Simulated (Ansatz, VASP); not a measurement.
Ba3S: VASP beside Ansatz

Contents of INCAR:

```
PREC     = Accurate       # precision mode
ENCUT    = 520            # plane-wave cutoff, eV
EDIFF    = 1E-7           # SCF threshold, eV
ISMEAR   = 0              # smearing method
SIGMA    = 0.1            # smearing width, eV
LREAL    = False          # projectors in reciprocal space
LASPH    = True           # aspherical terms in the spheres
NELM     = 100            # most SCF steps
ALGO     = Normal         # electronic algorithm
ISIF     = 2              # what is computed and relaxed
LWAVE    = False          # write WAVECAR
LCHARG   = True           # write CHGCAR
GGA      = PE             # functional
LELF     = True           # ELF
LVHAR    = True         
NBANDS   = 26             # bands
```

KPOINTS

```
Automatic mesh
0
Gamma
  6 6 6
```

The input POSCAR:

```
Ba3S
1.0
   -2.4696850076      2.4696850076      5.5166989781
    2.4696850076     -2.4696850076      5.5166989781
    2.4696850076      2.4696850076     -5.5166989781
Ba S
3 1
Direct
    0.5000000000      0.5000000000      0.0000000000
    0.2500000000      0.7500000000      0.5000000000
    0.7500000000      0.2500000000      0.5000000000
    0.0000000000      0.0000000000      0.0000000000
```

Input for Ansatz:

```yaml
crystal:
  lattice:
    - [-2.4696850076, 2.4696850076, 5.5166989781]
    - [2.4696850076, -2.4696850076, 5.5166989781]
    - [2.4696850076, 2.4696850076, -5.5166989781]
  atoms:
    - { symbol: Ba, position: [0.5, 0.5, 0.0] }
    - { symbol: Ba, position: [0.25, 0.75, 0.5] }
    - { symbol: Ba, position: [0.75, 0.25, 0.5] }
    - { symbol: S, position: [0.0, 0.0, 0.0] }
basis:
  ecutwfc: 420
kpoints:
  mp_grid: { grid: [6, 6, 6] }
hamiltonian:
  xc: pbe
scf:
  occupations: { method: gaussian, width: 0.1 }
  lower_state_search: "off"
output:
  forces: true
  stress: true
  eigenvalues: true
```

Alike in both runs: task single point; functional PBE; k mesh 6 × 6 × 6; occupations gaussian, width 0.1 eV; no spin polarisation.

|  | VASP | Ansatz |
| --- | --- | --- |
| version | VASP 6.6.1 | Ansatz 0.2.0 |
| potentials or method | VASP PAW PBE potentials, release 64 (Ba_sv, S), cutoff 520 eV | scalar-relativistic, plane waves, PAW |
| valence electrons in the cell | 36 | 36 |

Ansatz gave:

- gap on the k mesh at the Fermi level (eV): none
- pressure (GPa): 2.4
- traceless stress, the component that is largest in VASP (GPa): 1.32

Q: Which values does VASP return?

A: gap on the k mesh at the Fermi level (eV): none; pressure (GPa): 3.2; traceless stress, the component that is largest in VASP (GPa): 1.19.

A gap of «none» marks a metal or a gap that the smearing closes.

Spin-orbit coupling is off throughout.
